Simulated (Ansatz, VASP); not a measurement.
## One calculation of Si2Mo, two programs

```
Si Mo
1.0
    -1.61060    1.61060    3.95653
     1.61060   -1.61060    3.95653
     1.61060    1.61060   -3.95653
Si Mo
2 1
Direct
  0.33300 0.33300 0.00000
  0.66700 0.66700 0.00000
  0.00000 0.00000 0.00000
```

Change from the starting cell: volume scaled by 1.02, PAW files.

Alike in both runs: task electric field gradients; functional PBEsol; k mesh 16 × 16 × 16; occupations fermi-dirac, width 0.08 eV; no spin polarisation.

|  | VASP | Ansatz |
| --- | --- | --- |
| version | VASP 6.6.1 | Ansatz 0.2.0 |
| potentials or method | VASP PAW PBE potentials, release 64 (Si, Mo_sv) | PAW with Ansatz's default frozen-core files, scalar-relativistic |
| plane-wave cutoff (eV) | 520 | 420 |
| valence electrons in the cell | 22 | 22 |

```csv
,VASP,Ansatz,Ansatz less VASP
pressure (GPa),-6.4,-6.7,-0.34
"traceless stress, the component that is largest in VASP (GPa)",-1.15,-1.16,-0.012
rms of the force components (eV/Å),0.166,0.168,+0.0020
size of Vzz on the site where it differs most (V/Å²),56.2,56.6,+0.47
```

VASP's potentials were made for PBE, not for PBEsol. Atom by atom the forces differ by 0.002 eV/Å (rms over components). With one functional, cell and mesh, what is left measures potentials, basis and numerics.
